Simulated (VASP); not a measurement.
# Fe (Im-3m) in VASP: further runs

Fe is run at these levels: PBE+U; tasks: single point.

Program: VASP 6.6.1. These are calculated values, not measurements. Logs are shortened: lines on timing, memory, paths and dates and some standing lists are left out, and cuts for length are marked.

## Step 1: The cell of the first run

It takes space group Im-3m (No. 229, cubic). The conventional cell has a = 2.856 Å, b = 2.856 Å, c = 2.856 Å, α = 90.00°, β = 90.00°, γ = 90.00°. Fe (site symmetry m-3m) has 14 Fe at 2.47 to 2.86 Å within 3.3 Å.

## Step 2: Single point, PBE+U, collinear spin, ferromagnetic start

INCAR reads:

```
  ALGO = Normal
  EDIFF = 1E-6
  ENCUT = 600
  GGA = PE
  GGA_COMPAT = F
  ISIF = 2
  ISMEAR = -1
  ISPIN = 2
  LASPH = T
  LCHARG = T
  LDAU = T
  LDAUJ = 0
  LDAUL = 2
  LDAUPRINT = 1
  LDAUTYPE = 2
  LDAUU = 1.5
  LELF = T
  LMAXMIX = 4
  LORBIT = 11
  LREAL = F
  LVHAR = T
  LWAVE = F
  MAGMOM = 1.25 1.25
  NBANDS = 19
  NELM = 200
  PREC = Accurate
  SIGMA = 0.05
```

KPOINTS reads:

```
k-points
0
Gamma
  4 4 4
```

POSCAR reads:

```
Fe
1.0
    2.8557110000      0.0000000000      0.0000000000
    0.0000000000      2.8557110000      0.0000000000
    0.0000000000      0.0000000000      2.8557110000
Fe
2
Direct
    0.0000000000      0.0000000000      0.0000000000
    0.5000000000      0.5000000000      0.5000000000
```

Potentials or basis: VASP PAW PBE potentials, release 64 (Fe).

Launch:

```console
cat potpaw_PBE.64/Fe/POTCAR > POTCAR
mpirun -np 1 vasp_std > vasp.out
```

OUTCAR:

```text
EDIFF = 1E-6
   ENCUT = 600
   GGA = PE
   ISIF = 2
   ISMEAR = -1
   ISPIN = 2
   LASPH = T
   LORBIT = 11
   LREAL = F
   NELM = 200
   PREC = Accurate

 ion  position               nearest neighbor table
   1  0.000  0.000  0.000-   2 2.47   2 2.47   2 2.47   2 2.47   2 2.47   2 2.47   2 2.47   2 2.47

   2  0.500  0.500  0.500-   1 2.47   1 2.47   1 2.47   1 2.47   1 2.47   1 2.47   1 2.47   1 2.47

  LATTYP: Found a simple cubic cell.
 ALAT       =     2.8557110000

  Lattice vectors:

 A1 = (   2.8557110000,   0.0000000000,   0.0000000000)
 A2 = (   0.0000000000,   2.8557110000,   0.0000000000)
 A3 = (   0.0000000000,   0.0000000000,   2.8557110000)

Analysis of symmetry for initial positions (statically):
=====================================================================
 Subroutine PRICEL returns following result:

  LATTYP: Found a body centered cubic cell.
 ALAT       =     2.8557110000
[... 12 lines left out ...]
 Subroutine GETGRP returns: Found 48 space group operations
 (whereof 48 operations were pure point group operations)
 out of a pool of 48 trial point group operations.

The static configuration has the point symmetry O_h .

Analysis of symmetry for dynamics (positions and initial velocities):
=====================================================================
 Subroutine PRICEL returns following result:

  LATTYP: Found a body centered cubic cell.
 ALAT       =     2.8557110000
[... 12 lines left out ...]
 Subroutine GETGRP returns: Found 48 space group operations
 (whereof 48 operations were pure point group operations)
 out of a pool of 48 trial point group operations.

The dynamic configuration has the point symmetry O_h .

Analysis of structural, dynamic, and magnetic symmetry:
=====================================================================
 Subroutine PRICEL returns following result:

  LATTYP: Found a body centered cubic cell.
 ALAT       =     2.8557110000
[... 12 lines left out ...]
 Subroutine GETGRP returns: Found 48 space group operations
 (whereof 48 operations were pure point group operations)
 out of a pool of 48 trial point group operations.

The overall configuration has the point symmetry O_h .

 Subroutine INISYM returns: Found 48 space group operations
 (whereof 48 operations are pure point group operations),
 and found     2 'primitive' translations

----------------------------------------------------------------------------------------

                                     Primitive cell

  volume of cell :      11.6443

  direct lattice vectors                    reciprocal lattice vectors
     1.427855500  1.427855500 -1.427855500     0.350175490  0.350175490  0.000000000
    -1.427855500  1.427855500  1.427855500     0.000000000  0.350175490  0.350175490
     1.427855500 -1.427855500  1.427855500     0.350175490  0.000000000  0.350175490
[... 172 lines left out ...]
  o =  0.9150  v =  0.0000 -0.0000 -0.0001 -0.0000  1.0000  0.0000  0.0000  0.0000  0.0000  0.0000      0.0000  0.0000  0.0000  0.0000  0.0000  0.0000  0.0000  0.0000  0.0000  0.0000
  o =  0.9150  v =  0.0000  0.0000 -1.0000  0.0000 -0.0001  0.0000  0.0000  0.0000  0.0000  0.0000      0.0000  0.0000  0.0000  0.0000  0.0000  0.0000  0.0000  0.0000  0.0000  0.0000

 number of electron      15.9999999 magnetization       5.3824841

 Free energy of the ion-electron system (eV)
  ---------------------------------------------------
  ext. energy  EPLUGINS =         0.00000000
  ---------------------------------------------------
  free energy    TOTEN  =       -13.93934028 eV

  energy without entropy =      -13.92286807  energy(sigma->0) =      -13.93110417

 E-fermi :   5.7345     XC(G=0): -12.9409

 val. band max:        5.5066539582   @ k =   0.2500   0.2500   0.0000
 cond. band min:       5.7408387107   @ k =   0.5000   0.2500   0.0000
 fundamental gap:      0.2341847524
 Fermi energy:         5.7344824603

 spin component 1

 k-point     1 :       0.0000    0.0000    0.0000
  band No.  band energies     occupation
      1      -2.7005      1.00000
      2       0.3538      1.00000
      3       0.3538      1.00000
      4       2.6313      1.00000
      5       2.6313      1.00000
      6       2.6313      1.00000
[... 196 lines left out ...]
      5       1.8674      1.00000
      6       1.8674      1.00000
[... 11 lines left out ...]
     18      16.0689      0.00000
     19      44.1426      0.00000
 Fermi energy:         5.7344824603

 spin component 2

 k-point     1 :       0.0000    0.0000    0.0000
  band No.  band energies     occupation
      1      -2.5346      1.00000
      2       3.2184      1.00000
      3       3.2184      1.00000
      4       5.8939      0.03964
      5       5.8939      0.03959
      6       5.8939      0.03959
[... 197 lines left out ...]
      6       4.2701      1.00000
[... 11 lines left out ...]
     18      17.0218      0.00000
     19      43.8169      0.00000

------------------------ aborting loop because EDIFF is reached ----------------------------------------

  FORCE on cell =-STRESS in cart. coord.  units (eV):
  Direction    XX          YY          ZZ          XY          YZ          ZX
  --------------------------------------------------------------------------------------
  -------------------------------------------------------------------------------------
  Total        1.1341190      1.1341190      1.1341190     -0.0000000      0.0000000      0.0000000
  in kB       78.0236856     78.0236856     78.0236856     -0.0000000      0.0000000      0.0000000
  external PRESSURE =      78.0236856 kB  Pullay stress =       0.0000000 kB

 VOLUME and BASIS-vectors are now :
 -----------------------------------------------------------------------------
  energy-cutoff  :      600.00
  volume of cell :       23.29
      direct lattice vectors                 reciprocal lattice vectors
     2.855711000  0.000000000  0.000000000     0.350175490  0.000000000  0.000000000
     0.000000000  2.855711000  0.000000000     0.000000000  0.350175490  0.000000000
     0.000000000  0.000000000  2.855711000     0.000000000  0.000000000  0.350175490

 POSITION                                       TOTAL-FORCE (eV/Angst)
 -----------------------------------------------------------------------------------
      0.00000      0.00000      0.00000         0.000000      0.000000      0.000000
      1.42786      1.42786      1.42786        -0.000000     -0.000000     -0.000000
 -----------------------------------------------------------------------------------
    total drift:                                0.000000      0.000000     -0.000000

  FREE ENERGIE OF THE ION-ELECTRON SYSTEM (eV)
  ---------------------------------------------------
  free  energy   TOTEN  =       -13.9393402759 eV

  energy  without entropy=      -13.9228680662  energy(sigma->0) =      -13.93110417

 total charge

# of ion       s       p       d       tot
------------------------------------------
    1        0.485   0.508   6.246   7.239
    2        0.485   0.508   6.246   7.239
--------------------------------------------------
tot          0.971   1.015  12.492  14.478

 magnetization (x)

# of ion       s       p       d       tot
------------------------------------------
    1       -0.017  -0.071   2.815   2.727
    2       -0.017  -0.071   2.815   2.727
--------------------------------------------------
tot         -0.035  -0.141   5.629   5.453
```

OSZICAR:

```text
N       E                     dE             d eps       ncg     rms          rms(c)
DAV:   1     0.880688472721E+02    0.88069E+02   -0.76213E+03   816   0.117E+03
DAV:   2    -0.110525134428E+02   -0.99121E+02   -0.87591E+02   766   0.213E+02
DAV:   3    -0.151764648024E+02   -0.41240E+01   -0.39208E+01   827   0.556E+01
DAV:   4    -0.152107143472E+02   -0.34250E-01   -0.34227E-01   898   0.468E+00
DAV:   5    -0.152110648364E+02   -0.35049E-03   -0.35048E-03   855   0.436E-01    0.168E+01
DAV:   6    -0.139219361405E+02    0.12891E+01   -0.85084E+00   807   0.577E+01    0.910E+00
DAV:   7    -0.137539526395E+02    0.16798E+00   -0.10413E+00   841   0.193E+01    0.525E+00
DAV:   8    -0.138917583013E+02   -0.13781E+00   -0.79104E-02   988   0.291E+00    0.387E+00
DAV:   9    -0.138328849098E+02    0.58873E-01   -0.26450E-01   946   0.592E+00    0.336E+00
DAV:  10    -0.139031379276E+02   -0.70253E-01   -0.21348E-02   996   0.178E+00    0.223E+00
DAV:  11    -0.139367933069E+02   -0.33655E-01   -0.32059E-02   947   0.260E+00    0.549E-01
DAV:  12    -0.139386120254E+02   -0.18187E-02   -0.26064E-03  1016   0.435E-01    0.228E-01
DAV:  13    -0.139390583923E+02   -0.44637E-03   -0.22226E-04   972   0.189E-01    0.118E-01
DAV:  14    -0.139392863902E+02   -0.22800E-03   -0.38693E-04   939   0.168E-01    0.695E-02
DAV:  15    -0.139393267797E+02   -0.40389E-04   -0.36076E-05   906   0.595E-02    0.375E-02
DAV:  16    -0.139393392780E+02   -0.12498E-04   -0.42843E-06   920   0.229E-02    0.976E-03
DAV:  17    -0.139393402759E+02   -0.99788E-06   -0.49086E-07   447   0.563E-03
   1 F= -.13939340E+02 E0= -.13931104E+02  d E =-.164722E-01  mag=     5.3828
```

stdout:

```text
POSCAR found type information on POSCAR Fe
 POSCAR found :  1 types and       2 ions
 scaLAPACK will be used
 LDA part: xc-table for (Slater+PW92), standard interpolation
 POSCAR, INCAR and KPOINTS ok, starting setup
 FFT: planning ... GRIDC
 FFT: planning ... GRID_SOFT
 FFT: planning ... GRID
 WAVECAR not read
 entering main loop
```

Wall time 12 s (1 thread of AMD EPYC 7R13 (Zen 3), shared host); peak memory 0.12 GiB.

What came out:

```yaml
Free_energy: -13.9393 eV
Pressure: 7.8 GPa
Net_moment: 5.38 μB per cell
Site_moments: Fe +2.73 μB
Valence_electrons_inside_the_program's_atomic_spheres: Fe 7.24
```

Eigenvalues of the final occupation matrices:
```tsv
site	spin	trace	eigenvalues
site 1 d	1	4.54	0.90 0.90 0.90 0.92 0.92
site 1 d	2	1.73	0.26 0.26 0.40 0.40 0.40
site 2 d	1	4.54	0.90 0.90 0.90 0.92 0.92
site 2 d	2	1.73	0.26 0.26 0.40 0.40 0.40
```

Caveat: the k points lie up to 0.55 Å⁻¹ apart; the U is typed as a test and isn't derived for this compound.

## Step 3: Single point, PBE+U, collinear spin, ferromagnetic start

INCAR reads:

```
SYSTEM = Fe
ALGO     = Normal         ! electronic algorithm
EDIFF    = 1E-6           ! SCF threshold, eV
ENCUT    = 600            ! plane-wave cutoff, eV
GGA      = PE             ! functional
GGA_COMPAT= .False.      
ISIF     = 2              ! what is computed and relaxed
ISMEAR   = -1             ! smearing method
ISPIN    = 2              ! spin polarisation
LASPH    = .True.         ! aspherical terms in the spheres
LCHARG   = .True.         ! write CHGCAR
LDAU     = .True.         ! DFT+U
LDAUJ    = 0            
LDAUL    = 2              ! shell
LDAUPRINT= 1            
LDAUTYPE = 2            
LDAUU    = 1.5            ! U, eV
LELF     = .True.         ! ELF
LMAXMIX  = 4              ! l up to which the mixer works
LORBIT   = 11             ! projections on sites
LREAL    = .False.        ! projectors in reciprocal space
LVHAR    = .True.       
LWAVE    = .False.        ! write WAVECAR
MAGMOM   = 1.25 1.25      ! initial moments
NBANDS   = 19             ! bands
NELM     = 200            ! most SCF steps
PREC     = Accurate       ! precision mode
SIGMA    = 0.05           ! smearing width, eV
```

KPOINTS reads:

```
k-points
0
Gamma
  4 4 4
  0 0 0
```

POSCAR is that of step 2.

Potentials or basis: VASP PAW PBE potentials, release 64 (Fe).

Launch:

```console
cat potpaw_PBE.64/Fe/POTCAR > POTCAR
mpirun -np 1 vasp_std > vasp.out
```

OUTCAR:

```text
SYSTEM = Fe
   EDIFF = 1E-6
   ENCUT = 600
   GGA = PE
   ISIF = 2
   ISMEAR = -1
   ISPIN = 2
   LASPH = .True.
   LORBIT = 11
   LREAL = .False.
   NELM = 200
   PREC = Accurate

 ion  position               nearest neighbor table
   1  0.000  0.000  0.000-   2 2.47   2 2.47   2 2.47   2 2.47   2 2.47   2 2.47   2 2.47   2 2.47

   2  0.500  0.500  0.500-   1 2.47   1 2.47   1 2.47   1 2.47   1 2.47   1 2.47   1 2.47   1 2.47

  LATTYP: Found a simple cubic cell.
 ALAT       =     2.8557110000

  Lattice vectors:

 A1 = (   2.8557110000,   0.0000000000,   0.0000000000)
 A2 = (   0.0000000000,   2.8557110000,   0.0000000000)
 A3 = (   0.0000000000,   0.0000000000,   2.8557110000)

Analysis of symmetry for initial positions (statically):
=====================================================================
[... 736 lines left out ...]
     2.855711000  0.000000000  0.000000000     0.350175490  0.000000000  0.000000000
     0.000000000  2.855711000  0.000000000     0.000000000  0.350175490  0.000000000
     0.000000000  0.000000000  2.855711000     0.000000000  0.000000000  0.350175490

 POSITION                                       TOTAL-FORCE (eV/Angst)
 -----------------------------------------------------------------------------------
      0.00000      0.00000      0.00000         0.000000      0.000000      0.000000
      1.42786      1.42786      1.42786        -0.000000     -0.000000     -0.000000
 -----------------------------------------------------------------------------------
    total drift:                                0.000000      0.000000     -0.000000

  FREE ENERGIE OF THE ION-ELECTRON SYSTEM (eV)
  ---------------------------------------------------
  free  energy   TOTEN  =       -13.9393402759 eV

  energy  without entropy=      -13.9228680662  energy(sigma->0) =      -13.93110417

 total charge

# of ion       s       p       d       tot
------------------------------------------
    1        0.485   0.508   6.246   7.239
    2        0.485   0.508   6.246   7.239
--------------------------------------------------
tot          0.971   1.015  12.492  14.478

 magnetization (x)

# of ion       s       p       d       tot
------------------------------------------
    1       -0.017  -0.071   2.815   2.727
    2       -0.017  -0.071   2.815   2.727
--------------------------------------------------
tot         -0.035  -0.141   5.629   5.453
```

stdout:

```text
POSCAR found type information on POSCAR Fe
 POSCAR found :  1 types and       2 ions
 scaLAPACK will be used
 LDA part: xc-table for (Slater+PW92), standard interpolation
 POSCAR, INCAR and KPOINTS ok, starting setup
 FFT: planning ... GRIDC
 FFT: planning ... GRID_SOFT
 FFT: planning ... GRID
 WAVECAR not read
 entering main loop
```

Wall time 12 s (1 thread of AMD EPYC 7R13 (Zen 3), shared host); peak memory 0.12 GiB.

What came out:

```yaml
Free_energy: -13.9393 eV
Pressure: 7.8 GPa
Net_moment: 5.38 μB per cell
Site_moments: Fe +2.73 μB
Valence_electrons_inside_the_program's_atomic_spheres: Fe 7.24
```

Levels at points of the mesh, in eV from the Fermi level:
Spin up:
| k point | band 6 | band 7 | band 8 | band 9 | band 10 | band 11 | band 12 | band 13 | band 14 | band 15 |
| --- | --- | --- | --- | --- | --- | --- | --- | --- | --- | --- |
| (0.00, 0.00, 0.00) | -3.10 | -1.82 | -1.82 | -0.78 | -0.78 | -0.78 | 9.59 | 9.59 | 9.59 | 14.71 |
| (0.50, 0.00, 0.00) | -2.64 | -2.64 | -2.64 | -1.96 | -1.96 | -0.39 | -0.39 | 16.33 | 16.33 | 16.33 |
| (0.50, 0.50, 0.00) | -1.79 | -1.65 | -1.65 | -0.52 | -0.52 | 0.40 | 0.40 | 6.66 | 6.66 | 18.05 |
| (0.50, 0.50, 0.50) | -3.87 | -1.61 | -1.61 | -1.61 | -1.61 | 8.06 | 8.06 | 8.06 | 8.06 | 8.06 |
Spin down:
```csv
k point,band 2,band 3,band 4,band 5,band 6,band 7,band 8,band 9
"(0.00, 0.00, 0.00)",-2.52,-2.52,0.16,0.16,0.16,2.23,2.23,2.84
"(0.50, 0.00, 0.00)",-4.03,-0.25,-0.25,0.49,0.49,0.49,0.49,1.46
"(0.50, 0.50, 0.00)",-3.28,-1.14,-1.14,0.47,0.47,2.08,2.08,2.50
"(0.50, 0.50, 0.50)",-1.46,-1.46,-1.46,-1.46,-1.46,2.55,2.55,2.55
```

Eigenvalues of the final occupation matrices:
```csv
site,spin,trace,eigenvalues
site 1 d,1,4.54,0.90 0.90 0.90 0.92 0.92
site 1 d,2,1.73,0.26 0.26 0.40 0.40 0.40
site 2 d,1,4.54,0.90 0.90 0.90 0.92 0.92
site 2 d,2,1.73,0.26 0.26 0.40 0.40 0.40
```

Caveat: the k points lie up to 0.55 Å⁻¹ apart; the U is typed as a test and isn't derived for this compound.
